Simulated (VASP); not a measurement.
# BeMo (F-43m) in VASP: notebook

Runs on BeMo. Level: PBE. Tasks: single point.

All numbers are computed with VASP 6.6.1; they aren't measurements. Logs are shortened: lines on timing, memory, paths and dates and some standing lists are left out, and cuts for length are marked.

**1. The cell of the first run**

It takes space group F-43m (No. 216, cubic). The conventional cell has a = 4.637 Å, b = 4.637 Å, c = 4.637 Å, α = 90.00°, β = 90.00°, γ = 90.00°. Be (site symmetry -43m) has 4 Mo at 2.01 Å within 2.7 Å. Within 2.7 Å of Mo (site symmetry -43m) lie 4 Be at 2.01 Å.

**2. Single point, PBE**

Input file INCAR:

```
SYSTEM = BeMo
  PREC = Accurate
  ENCUT = 520
  EDIFF = 1E-6
  ISMEAR = 0
  SIGMA = 0.1
  LREAL = .False.
  LASPH = .True.
  NELM = 100
  ALGO = Normal
  ISIF = 2
  LWAVE = .False.
  LCHARG = .True.
  GGA = PE
  LELF = .True.
  LVHAR = .True.
  NBANDS = 15
```

Input file KPOINTS:

```
regular mesh
0
Gamma
  6 6 6
  0 0 0
```

Input file POSCAR:

```
BeMo
1.0
    0.0000000000      2.3183008992      2.3183008992
    2.3183008992      0.0000000000      2.3183008992
    2.3183008992      2.3183008992      0.0000000000
Be Mo
1 1
Direct
    0.0000000000      0.0000000000      0.0000000000
    0.7500000000      0.7500000000      0.7500000000
```

Potentials or basis: VASP PAW PBE potentials, release 64 (Be, Mo_sv).

On the command line:

```
$ cat potpaw_PBE.64/Be/POTCAR potpaw_PBE.64/Mo_sv/POTCAR > POTCAR
$ mpirun -np 1 vasp_std > vasp.out
```

OUTCAR:

```text
SYSTEM = BeMo
   PREC = Accurate
   ENCUT = 520
   EDIFF = 1E-6
   ISMEAR = 0
   LREAL = .False.
   LASPH = .True.
   NELM = 100
   ISIF = 2
   GGA = PE

 ion  position               nearest neighbor table
   1  0.000  0.000  0.000-   2 2.01   2 2.01   2 2.01   2 2.01
   2  0.750  0.750  0.750-   1 2.01   1 2.01   1 2.01   1 2.01

  LATTYP: Found a face centered cubic cell.
 ALAT       =     4.6366017984

  Lattice vectors:

 A1 = (   0.0000000000,   2.3183008992,   2.3183008992)
 A2 = (   2.3183008992,   0.0000000000,   2.3183008992)
 A3 = (   2.3183008992,   2.3183008992,   0.0000000000)

Analysis of symmetry for initial positions (statically):
=====================================================================
 Subroutine PRICEL returns:
 Original cell was already a primitive cell.

 Routine SETGRP: Setting up the symmetry group for a
 face centered cubic supercell.

 Subroutine GETGRP returns: Found 24 space group operations
 (whereof 24 operations were pure point group operations)
 out of a pool of 48 trial point group operations.

The static configuration has the point symmetry T_d .

Analysis of symmetry for dynamics (positions and initial velocities):
=====================================================================
 Subroutine PRICEL returns:
 Original cell was already a primitive cell.

 Routine SETGRP: Setting up the symmetry group for a
 face centered cubic supercell.

 Subroutine GETGRP returns: Found 24 space group operations
 (whereof 24 operations were pure point group operations)
 out of a pool of 48 trial point group operations.

The dynamic configuration has the point symmetry T_d .

 Subroutine INISYM returns: Found 24 space group operations
 (whereof 24 operations are pure point group operations),
 and found     1 'primitive' translations

----------------------------------------------------------------------------------------

                                     Primitive cell

  volume of cell :      24.9195

  direct lattice vectors                    reciprocal lattice vectors
     0.000000000  2.318300899  2.318300899    -0.215675196  0.215675196  0.215675196
     2.318300899  0.000000000  2.318300899     0.215675196 -0.215675196  0.215675196
     2.318300899  2.318300899  0.000000000     0.215675196  0.215675196 -0.215675196

  length of vectors
     3.278572573  3.278572573  3.278572573     0.373560397  0.373560397  0.373560397

  position of ions in fractional coordinates (direct lattice)
     0.000000000  0.000000000  0.000000000
     0.750000000  0.750000000  0.750000000

  ion indices of the primitive-cell ions
   primitive index   ion index
                 1           1
                 2           2

----------------------------------------------------------------------------------------

 KPOINTS: regular mesh

Automatic generation of k-mesh.
 Grid dimensions read from file:
 generate k-points for:    6    6    6

 Generating k-lattice:

  Cartesian coordinates                     Fractional coordinates (reciprocal lattice)
    -0.035945866  0.035945866  0.035945866     0.166666667  0.000000000  0.000000000
     0.035945866 -0.035945866  0.035945866     0.000000000  0.166666667  0.000000000
     0.035945866  0.035945866 -0.035945866     0.000000000  0.000000000  0.166666667

  Length of vectors
     0.062260066  0.062260066  0.062260066

  Shift w.r.t. Gamma in fractional coordinates (k-lattice)
     0.000000000  0.000000000  0.000000000

 Subroutine IBZKPT returns following result:
 ===========================================

 Found     16 irreducible k-points:

 Following reciprocal coordinates:
            Coordinates               Weight
  0.000000  0.000000  0.000000      1.000000
  0.166667  0.000000  0.000000      8.000000
  0.333333  0.000000  0.000000      8.000000
  0.500000  0.000000  0.000000      4.000000
  0.166667  0.166667  0.000000      6.000000
  0.333333  0.166667  0.000000     24.000000
[... 8 lines left out ...]
 -0.333333  0.333333  0.166667     24.000000
 -0.333333  0.500000  0.166667     12.000000
   k-points           NKPTS =     16   k-points in BZ     NKDIM =     16   number of bands    NBANDS=     15
   number of dos      NEDOS =    301   number of ions     NIONS =      2
   total plane-waves  NPLWV =  13824
   dimension x,y,z NGX =    24 NGY =   24 NGZ =   24
   dimension x,y,z NGXF=    48 NGYF=   48 NGZF=   48
   ions per type =               1   1
   NGX,Y,Z   is equivalent  to a cutoff of  12.17, 12.17, 12.17 a.u.
   NGXF,Y,Z  is equivalent  to a cutoff of  24.34, 24.34, 24.34 a.u.
 SYSTEM =  BeMo
   PREC   = accura    normal or accurate (medium, high low for compatibility)
   ISTART =      0    job   : 0-new  1-cont  2-samecut
   ICHARG =      2    charge: 1-file 2-atom 10-const
   ISPIN  =      1    spin polarized calculation?
   LNONCOLLINEAR =      F non collinear calculations
   LSORBIT =      F    spin-orbit coupling
   LASPH  =      T    aspherical Exc in radial PAW
   ENCUT  =  520.0 eV  38.22 Ry    6.18 a.u.   6.10  6.10  6.10*2*pi/ulx,y,z
   NELM   =    100;   NELMIN=  2; NELMDL= -5     # of ELM steps
   EDIFF  = 0.1E-05   stopping-criterion for ELM
   LREAL  =      F    real-space projection
   EDIFFG = 0.1E-04   stopping-criterion for IOM
   NSW    =      0    number of steps for IOM
   IBRION =     -1    ionic relax: 0-MD 1-quasi-New 2-CG
   NFREE  =      0    steps in history (QN), initial steepest desc. (CG)
   ISIF   =      2    stress and relaxation
   ISYM   =      2    0-nonsym 1-usesym 2-fastsym
   POTIM  = 0.5000    time-step for ionic-motion
   TEBEG  =    0.0;   TEEND  =   0.0 temperature during run
   PSTRESS=    0.0 pullay stress
   NELECT =      16.0000    total number of electrons
   NUPDOWN=      -1.0000    fix difference up-down
   EMIN   =  10.00;   EMAX   =-10.00  energy-range for DOS
   EFERMI =   0.00;   METHOD = LEGACY
   ISMEAR =     0;   SIGMA  =   0.10  broadening in eV -4-tet -1-fermi 0-gaus
   EFERMI_NEDOS =   21; number of points for ismear=-14 and -15
   IALGO  =     38    algorithm
   IMIX   =      4    mixing-type and parameters
     AMIX     =   0.40;   BMIX     =  1.00
     AMIX_MAG =   1.60;   BMIX_MAG =  1.00
  volume/ion in A,a.u.               =      12.46        84.08
  Fermi-wavevector in a.u.,A,eV,Ry     =   1.412326  2.668910 27.139070  1.994665
  Thomas-Fermi vector in A             =   2.534086
   LORBIT       =      0    0 simple, 1 ext, 2 COOP (PROOUT), +10 PAW based schemes
   GGA     = PE    functional components
   LHFCALC =     F    Hartree Fock is set to
   AEXX    =    0.0000 exact exchange contribution
   IVDW    =     0    specifies the selected vdW correction
   LEPSILON=     F    determine dielectric tensor
   LRPA    =     F    only Hartree local field effects (RPA)
 non-spin polarized calculation
 Gauss-broadening in eV      SIGMA  =   0.10
  energy-cutoff  :      520.00
  volume of cell :       24.92
 maximum number of plane-waves:       692
   NGX = 13   NGY = 13   NGZ = 13

 number of electron      16.0000002 magnetization

 Free energy of the ion-electron system (eV)
  ---------------------------------------------------
  ext. energy  EPLUGINS =         0.00000000
  ---------------------------------------------------
  free energy    TOTEN  =       -10.35439195 eV

  energy without entropy =      -10.34366992  energy(sigma->0) =      -10.34903094

 E-fermi :   8.7125     XC(G=0): -11.9463

 val. band max:        8.6893499516   @ k =   0.5000   0.3333   0.0000
 cond. band min:       8.7477330703   @ k =  -0.1667   0.1667   0.0000
 fundamental gap:      0.0583831188
 Fermi energy:         8.7124978031

 k-point     1 :       0.0000    0.0000    0.0000
  band No.  band energies     occupation
      1     -51.6245      2.00000
      2     -25.6564      2.00000
      3     -25.6564      2.00000
      4     -25.6564      2.00000
      5       1.7857      2.00000
      6       6.1376      2.00000
      7       6.1376      2.00000
      8       6.1376      2.00000
      9       9.4427      0.00000
     10       9.4427      0.00000
     11      20.6283      0.00000
     12      20.6283      0.00000
     13      20.6283      0.00000
     14      20.9007      0.00000
     15      25.9966      0.00000

 k-point     2 :       0.1667    0.0000    0.0000
  band No.  band energies     occupation
      1     -51.6161      2.00000
      2     -25.7435      2.00000
      3     -25.6706      2.00000
      4     -25.6706      2.00000
      5       2.4212      2.00000
      6       6.0909      2.00000
      7       6.4151      2.00000
      8       6.4151      2.00000
      9       9.2910      0.00000
     10       9.2910      0.00000
     11      19.0025      0.00000
     12      21.1395      0.00000
     13      21.1395      0.00000
     14      21.1474      0.00000
     15      23.5611      0.00000

 k-point     3 :       0.3333    0.0000    0.0000
  band No.  band energies     occupation
      1     -51.5991      2.00000
      2     -25.9146      2.00000
      3     -25.6989      2.00000
      4     -25.6989      2.00000
      5       3.7985      2.00000
      6       6.3621      2.00000
      7       6.6638      2.00000
      8       6.6638      2.00000
      9       9.7034      0.00000
     10       9.7034      0.00000
     11      15.3055      0.00000
     12      19.6636      0.00000
     13      19.6636      0.00000
     14      19.7798      0.00000
     15      25.0439      0.00000

 k-point     4 :       0.5000    0.0000    0.0000
  band No.  band energies     occupation
      1     -51.5906      2.00000
      2     -25.9987      2.00000
      3     -25.7129      2.00000
      4     -25.7129      2.00000
      5       4.3546      2.00000
      6       6.6129      2.00000
      7       6.6129      2.00000
      8       7.2303      2.00000
      9      10.4043      0.00000
     10      10.4043      0.00000
     11      12.8773      0.00000
     12      18.1150      0.00000
     13      18.1150      0.00000
     14      19.3356      0.00000
     15      26.6895      0.00000
[... 163 lines left out ...]
 k-point    14 :       0.5000    0.3333    0.1667
  band No.  band energies     occupation
      1     -51.5879      2.00000
      2     -25.9109      2.00000
      3     -25.8053      2.00000
      4     -25.7451      2.00000
      5       4.7933      2.00000
      6       5.8786      2.00000
      7       6.4831      2.00000
      8       8.2699      2.00000
      9       9.0588      0.00000
     10      10.9632      0.00000
     11      14.1436      0.00000
     12      16.1314      0.00000
     13      18.6625      0.00000
     14      21.9053      0.00000
     15      24.6269      0.00000

 k-point    15 :      -0.3333    0.3333    0.1667
  band No.  band energies     occupation
      1     -51.5823      2.00000
      2     -25.9271      2.00000
      3     -25.8412      2.00000
      4     -25.7677      2.00000
      5       5.4582      2.00000
      6       5.7586      2.00000
      7       6.7968      2.00000
      8       8.3439      2.00000
      9       9.4392      0.00000
     10      11.4033      0.00000
     11      12.7653      0.00000
     12      15.8541      0.00000
     13      17.1947      0.00000
     14      22.0003      0.00000
     15      25.4916      0.00000

 k-point    16 :      -0.3333    0.5000    0.1667
  band No.  band energies     occupation
      1     -51.5795      2.00000
      2     -25.9256      2.00000
      3     -25.8423      2.00000
      4     -25.8035      2.00000
      5       4.7942      2.00000
      6       5.8684      2.00000
      7       7.6926      2.00000
      8       8.5982      1.89393
      9      10.3278      0.00000
     10      11.2806      0.00000
     11      12.7940      0.00000
     12      14.4871      0.00000
     13      16.1791      0.00000
     14      24.0911      0.00000
     15      24.1732      0.00000

------------------------ aborting loop because EDIFF is reached ----------------------------------------

  FORCE on cell =-STRESS in cart. coord.  units (eV):
  Direction    XX          YY          ZZ          XY          YZ          ZX
  --------------------------------------------------------------------------------------
  -------------------------------------------------------------------------------------
  Total        6.1812246      6.1812246      6.1812246      0.0000000      0.0000000      0.0000000
  in kB      397.4163240    397.4163240    397.4163240      0.0000000      0.0000000      0.0000000
  external PRESSURE =     397.4163240 kB  Pullay stress =       0.0000000 kB

 VOLUME and BASIS-vectors are now :
 -----------------------------------------------------------------------------
  energy-cutoff  :      520.00
  volume of cell :       24.92
      direct lattice vectors                 reciprocal lattice vectors
     0.000000000  2.318300899  2.318300899    -0.215675196  0.215675196  0.215675196
     2.318300899  0.000000000  2.318300899     0.215675196 -0.215675196  0.215675196
     2.318300899  2.318300899  0.000000000     0.215675196  0.215675196 -0.215675196

 POSITION                                       TOTAL-FORCE (eV/Angst)
 -----------------------------------------------------------------------------------
      0.00000      0.00000      0.00000        -0.000000      0.000000      0.000000
      3.47745      3.47745      3.47745         0.000000     -0.000000     -0.000000
 -----------------------------------------------------------------------------------
    total drift:                               -0.000000     -0.000000     -0.000000

  FREE ENERGIE OF THE ION-ELECTRON SYSTEM (eV)
  ---------------------------------------------------
  free  energy   TOTEN  =       -10.3543919535 eV

  energy  without entropy=      -10.3436699200  energy(sigma->0) =      -10.34903094
```

Wall time 3.4 s (1 thread of Intel Xeon 6975P-C (Granite Rapids), shared host); peak memory 0.13 GiB.

Results:

| Item | Value |
| --- | --- |
| Free energy | -10.3544 eV |
| Pressure | 39.7 GPa |
| Band gap on the k mesh | zero (band 8 reaches 9.84 eV, above the bottom of band 9 at 8.28 eV) |

Levels at points of the mesh, in eV from the Fermi level:
| k point | band 6 | band 7 | band 8 | band 9 | band 10 | band 11 |
| --- | --- | --- | --- | --- | --- | --- |
| (0.00, 0.00, 0.00) | -2.57 | -2.57 | -2.57 | 0.73 | 0.73 | 11.92 |
| (0.50, 0.00, 0.00) | -2.10 | -2.10 | -1.48 | 1.69 | 1.69 | 4.16 |
| (0.50, 0.50, 0.00) | -3.33 | 1.02 | 1.13 | 1.13 | 2.07 | 4.98 |

Caveat: the k points lie up to 0.39 Å⁻¹ apart.

**3. Single point, PBE**

This run uses another cell than the first one, of 15.91 Å³/atom, 1.277 times its volume.

Input file INCAR:

```
SYSTEM = BeMo
ALGO     = Fast           ! electronic algorithm
EDIFF    = 1E-7           ! SCF threshold, eV
ENCUT    = 520            ! plane-wave cutoff, eV
GGA      = PE             ! functional
ISIF     = 2              ! what is computed and relaxed
ISMEAR   = 0              ! smearing method
LASPH    = .True.         ! aspherical terms in the spheres
LCHARG   = .False.        ! write CHGCAR
LREAL    = .False.        ! projectors in reciprocal space
LWAVE    = .False.        ! write WAVECAR
NBANDS   = 15             ! bands
NELM     = 100            ! most SCF steps
PREC     = Accurate       ! precision mode
SIGMA    = 0.1            ! smearing width, eV
```

Input file KPOINTS:

```
k-points
0
Gamma
  6 6 6
  0 0 0
```

Input file POSCAR:

```
BeMo
1.0
    0.0000000000      2.5152012823      2.5152012823
    2.5152012823      0.0000000000      2.5152012823
    2.5152012823      2.5152012823      0.0000000000
Be Mo
1 1
Direct
    0.0000000000      0.0000000000      0.0000000000
    0.7500000000      0.7500000000      0.7500000000
```

Potentials or basis: VASP PAW PBE potentials, release 64 (Be, Mo_sv).

On the command line:

```
$ cat potpaw_PBE.64/Be/POTCAR potpaw_PBE.64/Mo_sv/POTCAR > POTCAR
$ mpirun -np 1 vasp_std > vasp.out
```

Wall time 7.8 s (1 thread of Intel Xeon 6975P-C (Granite Rapids), shared host); peak memory 0.15 GiB.

Results (log left out):

| Item | Value |
| --- | --- |
| Free energy | -11.0604 eV |
| Pressure | 0.2 GPa |
| Band gap on the k mesh | zero (band 8 reaches 6.78 eV, above the bottom of band 9 at 5.70 eV) |

Levels at points of the mesh, in eV from the Fermi level:
```tsv
k point	band 4	band 5	band 6	band 7	band 8	band 9	band 10	band 11	band 12	band 13
(0.00, 0.00, 0.00)	-34.63	-6.19	-1.92	-1.92	-1.92	0.54	0.54	10.58	10.58	10.58
(0.50, 0.00, 0.00)	-34.66	-3.80	-1.53	-1.53	-1.47	1.18	1.18	2.83	7.87	7.87
(0.50, 0.50, 0.00)	-34.69	-3.48	-2.83	0.50	0.70	0.70	1.46	3.91	4.12	4.12
```

Caveat: the k points lie up to 0.36 Å⁻¹ apart.
